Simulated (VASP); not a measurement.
IrSe4: single point with PBE

IrSe4:

```xyz
5
Lattice="4.3072 -4.3072 0.0000 4.3072 4.3072 0.0000 0.0000 0.0000 3.9594" Properties=species:S:1:pos:R:3 pbc="T T T"
Ir    0.0000    0.0000    0.0000
Se    4.3072   -1.6798    0.0000
Se    4.3072    1.6798    0.0000
Se    6.9346    0.0000    1.9797
Se    1.6798    0.0000    1.9797
```

```yaml
Program: VASP 6.6.1
Task: single point
Functional: PBE
Potentials_or_basis: VASP PAW PBE potentials, release 64 (Ir, Se)
Cutoff: 520 eV
k_mesh: 4 × 4 × 4
Occupations: gaussian, width 0.1 eV
Spin: collinear spin, ferromagnetic start
Starting_moments: "[1.0, 0.0, 0.0, 0.0, 0.0] μB"
```

```json
{
 "Pressure": "-10.5 GPa",
 "Largest force": "1.177 eV/Å",
 "Net moment": "0.00 μB per cell",
 "Valence electrons inside the program's atomic spheres": "Ir 7.93; Se 3.60, 3.63"
}
```

Forces on the atoms (eV/Å):
```
Ir   0.000  0.000  0.000
Se   0.000 -1.177  0.000
Se   0.000  1.177  0.000
Se   0.664  0.000  0.000
Se  -0.664  0.000  0.000
```

Stress tensor (GPa, compression positive):
```
 -7.75   0.00   0.00
  0.00 -11.08   0.00
  0.00   0.00 -12.62
```

Levels at points of the mesh, in eV from the Fermi level:
Spin up:
```csv
k point,band 14,band 15,band 16,band 17,band 18,band 19,band 20,band 21
"(0.00, 0.00, 0.00)",-0.54,0.34,0.62,0.63,0.69,0.70,1.95,2.62
"(0.50, 0.00, 0.00)",-0.82,-0.34,0.08,0.22,0.27,0.30,2.72,2.86
"(0.50, 0.50, 0.00)",-0.52,-0.31,-0.29,-0.24,0.56,0.76,1.15,2.51
"(0.00, 0.00, 0.50)",-1.48,-0.97,-0.77,-0.67,-0.10,0.53,1.30,2.04
"(0.50, 0.00, 0.50)",-1.55,-0.93,-0.44,-0.32,-0.29,0.09,2.32,2.93
"(0.50, 0.50, 0.50)",-0.64,-0.63,-0.60,-0.07,0.27,0.41,2.09,2.14
```
Spin down:
```tsv
k point	band 14	band 15	band 16	band 17	band 18	band 19	band 20	band 21
(0.00, 0.00, 0.00)	-0.54	0.34	0.62	0.63	0.69	0.71	1.95	2.62
(0.50, 0.00, 0.00)	-0.82	-0.34	0.08	0.22	0.28	0.30	2.72	2.86
(0.50, 0.50, 0.00)	-0.52	-0.31	-0.29	-0.24	0.56	0.76	1.15	2.51
(0.00, 0.00, 0.50)	-1.48	-0.97	-0.77	-0.66	-0.10	0.53	1.30	2.04
(0.50, 0.00, 0.50)	-1.55	-0.92	-0.44	-0.32	-0.29	0.09	2.32	2.93
(0.50, 0.50, 0.50)	-0.64	-0.63	-0.60	-0.07	0.27	0.41	2.09	2.14
```

Wall time 7.4 min on 1 thread of AMD EPYC 7571, on a shared host, peak memory 0.35 GiB.

Caveat: the k points lie up to 0.40 Å⁻¹ apart; spin-orbit coupling is left out, which moves the levels of the heavy elements; forces of over 1 eV/Å act on the atoms, so gaps and moduli don't describe the material at rest.
